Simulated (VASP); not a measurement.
Runs of VASP 6.6.1 on GaN. The structure is that of space group F-43m (No. 216), or close to it. The cells are those of the table. 

```tsv
task	cell	cutoff (eV)	gap on the mesh (eV)	pressure (GPa)
relaxation of cell and atoms	relaxed to 1 GPa from a = 3.181 Å, angles 60.0°, 2 atoms	600	1.77	1.0
single point	a = 3.144 Å, angles 60.0°, 2 atoms	520	1.94	(b)
relaxation of cell and atoms	relaxed to 15 GPa from a = 3.181 Å, angles 60.0°, 2 atoms	600	(c)	15.0
single point	a = 3.175 Å, angles 60.0°, 2 atoms	520	1.75	0.8
single point	a = 3.159 Å, angles 60.0°, 2 atoms	520	1.85	3.7
relaxation of cell and atoms	relaxed to 4 GPa from a = 3.181 Å, angles 60.0°, 2 atoms	600	(a)	4.0
single point	a = 3.130 Å, angles 60.0°, 2 atoms	520	2.03	9.7
relaxation of cell and atoms	relaxed to 10 GPa from a = 3.181 Å, angles 60.0°, 2 atoms	600	(d)	10.0
```

Alike in all rows: level PBEsol; potentials or basis VASP PAW PBE potentials, release 64 (Ga_d, N); no spin polarisation; k mesh 10 × 10 × 10; smearing gaussian 0.01 eV.

**Question.** Estimate the missing entries.

**Answer.** (a) 1.86; (b) 6.8; (c) 2.17; (d) 2.04.

Caveats: the PAW data sets were made with another functional, which shifts forces and pressure a little; the cell is relaxed towards a set pressure, so the run minimises the enthalpy, not the energy (at least some runs); the cell stands under pressure (at least some runs).

A k mesh can miss the band edges, and the runs leave out spin-orbit coupling on Ga.
